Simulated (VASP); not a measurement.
# Na2Ag in VASP: a series of runs

Aim: see how the results for Na2Ag move with the level of theory and the settings. Levels: LDA, PBE+U. Tasks: single point.

Everything below comes from runs of VASP 6.6.1. Logs are shortened: lines on timing, memory, paths and dates and some standing lists are left out, and cuts for length are marked.

### 1 The cell of the first run

It takes space group Cmmm (No. 65, orthorhombic). Conventional cell: a = 5.151 Å, b = 8.708 Å, c = 2.839 Å, α = 90.00°, β = 90.00°, γ = 90.00°. Within 3.7 Å of Na (site symmetry m2m) lie 5 Na at 2.84 to 2.94 Å and 6 Ag at 3.22 to 3.28 Å. Ag (site symmetry mmm) has 2 Ag at 2.84 Å and 12 Na at 3.22 to 3.28 Å within 3.7 Å.

### 2 Single point, LDA

File INCAR:

```
SYSTEM = Na2Ag
ALGO = Normal ; EDIFF = 1E-6
ENCUT = 500 ; GGA = CA
GGA_COMPAT = .FALSE. ; ISIF = 2
ISMEAR = -1 ; ISYM = 0
LASPH = .TRUE. ; LCHARG = .FALSE.
LREAL = .FALSE. ; LWAVE = .FALSE.
NBANDS = 20 ; NELM = 120
PREC = Accurate ; SIGMA = 0.1
```

File KPOINTS:

```
Automatic mesh
0
Gamma
  5 5 5
  0.5 0.5 0.5
```

File POSCAR:

```
Na2Ag
1.0
    5.0582517992      0.0532839736      0.0000000000
   -2.4829800431      4.4072168714      0.0000000000
    0.0000000000      0.0000000000      2.8386097397
Na Ag
2 1
Direct
    0.3319880207      0.6680119793      0.5000000000
    0.6680119793      0.3319880207      0.5000000000
    0.0000000000      0.0000000000      0.0000000000
```

Potentials or basis: VASP PAW LDA potentials, release 64 (Na_pv, Ag).

Run with:

```sh
cat potpaw_LDA.64/Na_pv/POTCAR potpaw_LDA.64/Ag/POTCAR > POTCAR
mpirun -np 1 vasp_std > vasp.out
```

OUTCAR:

```text
SYSTEM = Na2Ag
   EDIFF = 1E-6
   ENCUT = 500
   GGA = CA
   ISIF = 2
   ISMEAR = -1
   ISYM = 0
   LASPH = .TRUE.
   LREAL = .FALSE.
   NELM = 120
   PREC = Accurate

 ion  position               nearest neighbor table
   1  0.332  0.668  0.500-
   2  0.668  0.332  0.500-
   3  0.000  0.000  0.000-

IMPORTANT INFORMATION: All symmetrisations will be switched off!
NOSYMM: (Re-)initialisation of all symmetry stuff for point group C_1.

----------------------------------------------------------------------------------------

                                     Primitive cell

  volume of cell :      63.6562

  direct lattice vectors                    reciprocal lattice vectors
     5.058251799  0.053283974  0.000000000     0.196530396  0.110723176  0.000000000
    -2.482980043  4.407216871  0.000000000    -0.002376085  0.225561904  0.000000000
     0.000000000  0.000000000  2.838609740     0.000000000  0.000000000  0.352285130

  length of vectors
     5.058532440  5.058532440  2.838609740     0.225574419  0.225574419  0.352285130

  position of ions in fractional coordinates (direct lattice)
     0.331988021  0.668011979  0.500000000
     0.668011979  0.331988021  0.500000000
     0.000000000  0.000000000  0.000000000

  ion indices of the primitive-cell ions
   primitive index   ion index
                 1           1
                 2           2
                 3           3

----------------------------------------------------------------------------------------

 KPOINTS: Automatic mesh

Automatic generation of k-mesh.
 Grid dimensions read from file:
 generate k-points for:    5    5    5

 Generating k-lattice:

  Cartesian coordinates                     Fractional coordinates (reciprocal lattice)
     0.039306079  0.022144635  0.000000000     0.200000000  0.000000000  0.000000000
    -0.000475217  0.045112381  0.000000000     0.000000000  0.200000000  0.000000000
     0.000000000  0.000000000  0.070457026     0.000000000  0.000000000  0.200000000

  Length of vectors
     0.045114884  0.045114884  0.070457026

  Shift w.r.t. Gamma in fractional coordinates (k-lattice)
     0.500000000  0.500000000  0.500000000

 Subroutine IBZKPT returns following result:
 ===========================================

 Found     63 irreducible k-points:

 Following reciprocal coordinates:
            Coordinates               Weight
  0.100000  0.100000  0.100000      2.000000
 -0.100000 -0.100000  0.100000      2.000000
  0.300000  0.100000  0.100000      2.000000
 -0.300000 -0.100000  0.100000      2.000000
  0.100000  0.300000 -0.100000      2.000000
 -0.100000 -0.300000 -0.100000      2.000000
[... 16 lines left out ...]
 -0.300000  0.300000  0.100000      2.000000
  0.300000 -0.300000  0.100000      2.000000
 [... further k-points ...]
   k-points           NKPTS =     63   k-points in BZ     NKDIM =     63   number of bands    NBANDS=     20
   number of dos      NEDOS =    301   number of ions     NIONS =      3
   total plane-waves  NPLWV =  38400
   dimension x,y,z NGX =    40 NGY =   40 NGZ =   24
   dimension x,y,z NGXF=    80 NGYF=   80 NGZF=   48
   ions per type =               2   1
   NGX,Y,Z   is equivalent  to a cutoff of  13.15, 13.15, 14.06 a.u.
   NGXF,Y,Z  is equivalent  to a cutoff of  26.29, 26.29, 28.11 a.u.
 SYSTEM =  Na2Ag
   PREC   = accura    normal or accurate (medium, high low for compatibility)
   ISTART =      0    job   : 0-new  1-cont  2-samecut
   ICHARG =      2    charge: 1-file 2-atom 10-const
   ISPIN  =      1    spin polarized calculation?
   LNONCOLLINEAR =      F non collinear calculations
   LSORBIT =      F    spin-orbit coupling
   LASPH  =      T    aspherical Exc in radial PAW
   ENCUT  =  500.0 eV  36.75 Ry    6.06 a.u.   9.22  9.22  5.18*2*pi/ulx,y,z
   NELM   =    120;   NELMIN=  2; NELMDL= -5     # of ELM steps
   EDIFF  = 0.1E-05   stopping-criterion for ELM
   LREAL  =      F    real-space projection
   EDIFFG = 0.1E-04   stopping-criterion for IOM
   NSW    =      0    number of steps for IOM
   IBRION =     -1    ionic relax: 0-MD 1-quasi-New 2-CG
   NFREE  =      0    steps in history (QN), initial steepest desc. (CG)
   ISIF   =      2    stress and relaxation
   ISYM   =      0    0-nonsym 1-usesym 2-fastsym
   POTIM  = 0.5000    time-step for ionic-motion
   TEBEG  =    0.0;   TEEND  =   0.0 temperature during run
   PSTRESS=    0.0 pullay stress
   NELECT =      25.0000    total number of electrons
   NUPDOWN=      -1.0000    fix difference up-down
   EMIN   =  10.00;   EMAX   =-10.00  energy-range for DOS
   EFERMI =   0.00;   METHOD = LEGACY
   ISMEAR =    -1;   SIGMA  =   0.10  broadening in eV -4-tet -1-fermi 0-gaus
   EFERMI_NEDOS =   21; number of points for ismear=-14 and -15
   IALGO  =     38    algorithm
   IMIX   =      4    mixing-type and parameters
     AMIX     =   0.40;   BMIX     =  1.00
     AMIX_MAG =   1.60;   BMIX_MAG =  1.00
  volume/ion in A,a.u.               =      21.22       143.19
  Fermi-wavevector in a.u.,A,eV,Ry     =   1.198877  2.265549 19.555743  1.437307
  Thomas-Fermi vector in A             =   2.334755
   LORBIT       =      0    0 simple, 1 ext, 2 COOP (PROOUT), +10 PAW based schemes
   GGA     = CA    functional components
   LHFCALC =     F    Hartree Fock is set to
   AEXX    =    0.0000 exact exchange contribution
   IVDW    =     0    specifies the selected vdW correction
   LEPSILON=     F    determine dielectric tensor
   LRPA    =     F    only Hartree local field effects (RPA)
 non-spin polarized calculation
  energy-cutoff  :      500.00
  volume of cell :       63.66
 maximum number of plane-waves:      1628
 NGX is ok and might be reduce to    40
   NGX = 19   NGY = 19   NGZ = 11

 number of electron      25.0000003 magnetization

 Free energy of the ion-electron system (eV)
  ---------------------------------------------------
  ext. energy  EPLUGINS =         0.00000000
  ---------------------------------------------------
  free energy    TOTEN  =        -6.42423935 eV

  energy without entropy =       -6.37920070  energy(sigma->0) =       -6.40172002

 E-fermi :   3.5239     XC(G=0):  -9.4309

 val. band max:        3.3660673147   @ k =  -0.3000   0.5000  -0.3000
 cond. band min:       3.5540949614   @ k =  -0.1000   0.1000   0.5000
 fundamental gap:      0.1880276467
 Fermi energy:         3.5239173422

 k-point     1 :       0.1000    0.1000    0.1000
  band No.  band energies     occupation
      1     -21.3942      2.00000
      2     -21.3828      2.00000
      3     -21.2804      2.00000
      4     -21.2721      2.00000
      5     -21.2630      2.00000
      6     -21.2573      2.00000
[... 12 lines left out ...]
     19      13.6845      0.00000
     20      16.6035      0.00000

 k-point     2 :      -0.1000   -0.1000    0.1000
  band No.  band energies     occupation
      1     -21.3942      2.00000
      2     -21.3828      2.00000
      3     -21.2804      2.00000
      4     -21.2721      2.00000
      5     -21.2630      2.00000
      6     -21.2573      2.00000
[... 12 lines left out ...]
     19      13.6845      0.00000
     20      16.6035      0.00000

 k-point     3 :       0.3000    0.1000    0.1000
  band No.  band energies     occupation
      1     -21.4017      2.00000
      2     -21.3646      2.00000
      3     -21.2926      2.00000
      4     -21.2751      2.00000
      5     -21.2618      2.00000
      6     -21.2554      2.00000
[... 12 lines left out ...]
     19      13.6490      0.00000
     20      14.4587      0.00000

 k-point     4 :      -0.3000   -0.1000    0.1000
  band No.  band energies     occupation
      1     -21.4017      2.00000
      2     -21.3646      2.00000
      3     -21.2926      2.00000
      4     -21.2751      2.00000
      5     -21.2618      2.00000
      6     -21.2554      2.00000
[... 12 lines left out ...]
     19      13.6490      0.00000
     20      14.4587      0.00000

 k-point     5 :       0.1000    0.3000   -0.1000
  band No.  band energies     occupation
      1     -21.4017      2.00000
      2     -21.3646      2.00000
      3     -21.2926      2.00000
      4     -21.2751      2.00000
      5     -21.2618      2.00000
      6     -21.2554      2.00000
[... 12 lines left out ...]
     19      13.6490      0.00000
     20      14.4587      0.00000

 k-point     6 :      -0.1000   -0.3000   -0.1000
  band No.  band energies     occupation
      1     -21.4017      2.00000
      2     -21.3646      2.00000
      3     -21.2926      2.00000
      4     -21.2751      2.00000
      5     -21.2618      2.00000
      6     -21.2554      2.00000
[... 12 lines left out ...]
     19      13.6490      0.00000
     20      14.4587      0.00000

 k-point     7 :       0.5000    0.1000    0.1000
  band No.  band energies     occupation
      1     -21.4039      2.00000
      2     -21.3578      2.00000
      3     -21.3001      2.00000
      4     -21.2729      2.00000
      5     -21.2642      2.00000
      6     -21.2529      2.00000
[... 12 lines left out ...]
     19      13.7264      0.00000
     20      14.7672      0.00000
[... 277 lines left out ...]
 k-point    20 :       0.5000   -0.3000    0.1000
  band No.  band energies     occupation
      1     -21.4062      2.00000
      2     -21.3562      2.00000
      3     -21.3024      2.00000
      4     -21.2726      2.00000
      5     -21.2644      2.00000
      6     -21.2501      2.00000
[... 12 lines left out ...]
     19      14.2751      0.00000
     20      14.9246      0.00000

 k-point    21 :       0.3000    0.5000   -0.1000
  band No.  band energies     occupation
      1     -21.4062      2.00000
      2     -21.3562      2.00000
      3     -21.3024      2.00000
      4     -21.2726      2.00000
      5     -21.2644      2.00000
      6     -21.2501      2.00000
[... 12 lines left out ...]
     19      14.2751      0.00000
     20      14.9246      0.00000

 k-point    22 :      -0.3000    0.5000   -0.1000
  band No.  band energies     occupation
      1     -21.4062      2.00000
      2     -21.3562      2.00000
      3     -21.3024      2.00000
      4     -21.2726      2.00000
      5     -21.2644      2.00000
      6     -21.2501      2.00000
[... 12 lines left out ...]
     19      14.2751      0.00000
     20      14.9246      0.00000

 k-point    23 :      -0.3000    0.3000    0.1000
  band No.  band energies     occupation
      1     -21.3981      2.00000
      2     -21.3763      2.00000
      3     -21.2836      2.00000
      4     -21.2761      2.00000
      5     -21.2604      2.00000
      6     -21.2564      2.00000
[... 12 lines left out ...]
     19      14.0982      0.00000
     20      15.2156      0.00000

 k-point    24 :       0.3000   -0.3000    0.1000
  band No.  band energies     occupation
      1     -21.3981      2.00000
      2     -21.3763      2.00000
      3     -21.2836      2.00000
      4     -21.2761      2.00000
      5     -21.2604      2.00000
      6     -21.2564      2.00000
[... 12 lines left out ...]
     19      14.0982      0.00000
     20      15.2156      0.00000

 [... further k-points ...]
[... 5 lines left out ...]
  --------------------------------------------------------------------------------------
  -------------------------------------------------------------------------------------
  Total       -0.0028954     -0.0139710      0.0059253     -0.0095802      0.0000027     -0.0000030
  in kB       -0.0728750     -0.3516405      0.1491346     -0.2411261      0.0000689     -0.0000756
  external PRESSURE =      -0.0917936 kB  Pullay stress =       0.0000000 kB

 VOLUME and BASIS-vectors are now :
 -----------------------------------------------------------------------------
  energy-cutoff  :      500.00
  volume of cell :       63.66
      direct lattice vectors                 reciprocal lattice vectors
     5.058251799  0.053283974  0.000000000     0.196530396  0.110723176  0.000000000
    -2.482980043  4.407216871  0.000000000    -0.002376085  0.225561904  0.000000000
     0.000000000  0.000000000  2.838609740     0.000000000  0.000000000  0.352285130

 POSITION                                       TOTAL-FORCE (eV/Angst)
 -----------------------------------------------------------------------------------
      0.02062      2.96176      1.41930         0.001039     -0.000603     -0.000001
      2.55465      1.49874      1.41930        -0.001040      0.000600      0.000002
      0.00000      0.00000      0.00000         0.000001      0.000004     -0.000001
 -----------------------------------------------------------------------------------
    total drift:                                0.000001      0.000001      0.000002

  FREE ENERGIE OF THE ION-ELECTRON SYSTEM (eV)
  ---------------------------------------------------
  free  energy   TOTEN  =        -6.4242393461 eV

  energy  without entropy=       -6.3792006961  energy(sigma->0) =       -6.40172002
```

Wall time 19 s (1 thread of Intel Xeon 6975P-C (Granite Rapids), shared host); peak memory 0.19 GiB.

Results:

* Free energy: -6.4242 eV
* Pressure: 0.0 GPa
* Band gap on the k mesh: zero (an odd number of electrons rules out a gap without spin polarisation)

Caveat: the k points lie up to 0.44 Å⁻¹ apart, too coarse for converged energies and pressures of a metal.

### 3 Single point, PBE+U

This run uses another cell than the first one, of 24.69 Å³/atom.

File INCAR:

```
SYSTEM = Na2Ag
ALGO = Normal
EDIFF = 1E-6
ENCUT = 500
GGA = PE
GGA_COMPAT = .FALSE.
ISIF = 2
ISMEAR = -1
LASPH = .TRUE.
LCHARG = .FALSE.
LDAU = .TRUE.
LDAUJ = 0 0
LDAUL = -1 2
LDAUPRINT = 1
LDAUTYPE = 2
LDAUU = 0 3
LMAXMIX = 4
LREAL = .FALSE.
LWAVE = .FALSE.
NBANDS = 20
NELM = 200
PREC = Accurate
SIGMA = 0.1
```

File KPOINTS:

```
k-points
0
G
  8 8 8
  0 0 0
```

File POSCAR:

```
Na2Ag
1.0
    5.2421858075     -0.0000003460      0.0000000000
   -2.6210926041      4.5398662537      0.0000000000
    0.0000000000      0.0000000000      3.1124410545
Na Ag
2 1
Direct
    0.3333333333      0.6666666667      0.5000000000
    0.6666666667      0.3333333333      0.5000000000
    0.0000000000      0.0000000000      0.0000000000
```

Potentials or basis: VASP PAW PBE potentials, release 64 (Na_pv, Ag).

Run with:

```sh
cat potpaw_PBE.64/Na_pv/POTCAR potpaw_PBE.64/Ag/POTCAR > POTCAR
mpirun -np 1 vasp_std > vasp.out
```

OUTCAR:

```text
SYSTEM = Na2Ag
   EDIFF = 1E-6
   ENCUT = 500
   GGA = PE
   ISIF = 2
   ISMEAR = -1
   LASPH = .TRUE.
   LREAL = .FALSE.
   NELM = 200
   PREC = Accurate

 ion  position               nearest neighbor table
   1  0.333  0.667  0.500-
   2  0.667  0.333  0.500-
   3  0.000  0.000  0.000-

  LATTYP: Found a hexagonal cell.
 ALAT       =     5.2421858075
 C/A-ratio  =     0.5937296328

  Lattice vectors:

 A1 = (   5.2421858075,  -0.0000003460,   0.0000000000)
 A2 = (  -2.6210926041,   4.5398662537,   0.0000000000)
 A3 = (   0.0000000000,   0.0000000000,   3.1124410545)

Analysis of symmetry for initial positions (statically):
=====================================================================
 Subroutine PRICEL returns:
 Original cell was already a primitive cell.

 Routine SETGRP: Setting up the symmetry group for a
 hexagonal supercell.

 Subroutine GETGRP returns: Found 24 space group operations
 (whereof 24 operations were pure point group operations)
 out of a pool of 24 trial point group operations.
[... 191 lines left out ...]

 number of electron      25.0000009 magnetization

 Free energy of the ion-electron system (eV)
  ---------------------------------------------------
  ext. energy  EPLUGINS =         0.00000000
  ---------------------------------------------------
  free energy    TOTEN  =        -4.22841526 eV

  energy without entropy =       -4.19154936  energy(sigma->0) =       -4.20998231

 E-fermi :   2.7344     XC(G=0):  -8.4187

 val. band max:        2.7034623326   @ k =   0.3750   0.2500   0.2500
 cond. band min:       2.7735024399   @ k =   0.2500   0.1250   0.5000
 fundamental gap:      0.0700401073
 Fermi energy:         2.7343598872

 k-point     1 :       0.0000    0.0000    0.0000
  band No.  band energies     occupation
      1     -22.1983      2.00000
      2     -22.1983      2.00000
      3     -22.1158      2.00000
      4     -22.1061      2.00000
      5     -22.1061      2.00000
      6     -22.0966      2.00000
[... 541 lines left out ...]
     19      11.0303      0.00000
     20      12.2819      0.00000

 [... further k-points ...]
[... 5 lines left out ...]
  --------------------------------------------------------------------------------------
  -------------------------------------------------------------------------------------
  Total        0.0996002      0.0996002      0.0906852      0.0000000     -0.0000000     -0.0000000
  in kB        2.1543388      2.1543388      1.9615099      0.0000000     -0.0000000     -0.0000000
  external PRESSURE =       2.0900625 kB  Pullay stress =       0.0000000 kB

 VOLUME and BASIS-vectors are now :
 -----------------------------------------------------------------------------
  energy-cutoff  :      500.00
  volume of cell :       74.07
      direct lattice vectors                 reciprocal lattice vectors
     5.242185808 -0.000000346  0.000000000     0.190760128  0.110135395  0.000000000
    -2.621092604  4.539866254  0.000000000     0.000000015  0.220270815  0.000000000
     0.000000000  0.000000000  3.112441055     0.000000000  0.000000000  0.321291225

 POSITION                                       TOTAL-FORCE (eV/Angst)
 -----------------------------------------------------------------------------------
      0.00000      3.02658      1.55622        -0.000000      0.000000      0.000000
      2.62109      1.51329      1.55622         0.000000     -0.000000      0.000000
      0.00000      0.00000      0.00000        -0.000000      0.000000      0.000000
 -----------------------------------------------------------------------------------
    total drift:                               -0.000000      0.000000      0.000000

  FREE ENERGIE OF THE ION-ELECTRON SYSTEM (eV)
  ---------------------------------------------------
  free  energy   TOTEN  =        -4.2284152565 eV

  energy  without entropy=       -4.1915493573  energy(sigma->0) =       -4.20998231
```

stdout:

```text
POSCAR found type information on POSCAR NaAg
 POSCAR found :  2 types and       3 ions
 scaLAPACK will be used
 LDA part: xc-table for (Slater+PW92), standard interpolation
 POSCAR, INCAR and KPOINTS ok, starting setup
 FFT: planning ... GRIDC
 FFT: planning ... GRID_SOFT
 FFT: planning ... GRID
 WAVECAR not read
 entering main loop
```

Run time: 18 s. Hardware: 1 thread of Intel Xeon 6975P-C (Granite Rapids), shared host; peak memory 0.22 GiB.

What came out:

```
Free energy            : -4.2284 eV
Pressure               : 0.2 GPa
Band gap on the k mesh : zero (an odd number of electrons rules out a gap without spin polarisation)
```

Eigenvalues of the final occupation matrices:
```
    site  spin  trace               eigenvalues
site 3 d     1   4.66  0.93 0.93 0.93 0.93 0.93
site 3 d     2   4.66  0.93 0.93 0.93 0.93 0.93
```

Caveat: U without spin polarisation on a metal has little footing; the U is typed as a test and isn't derived for this compound.
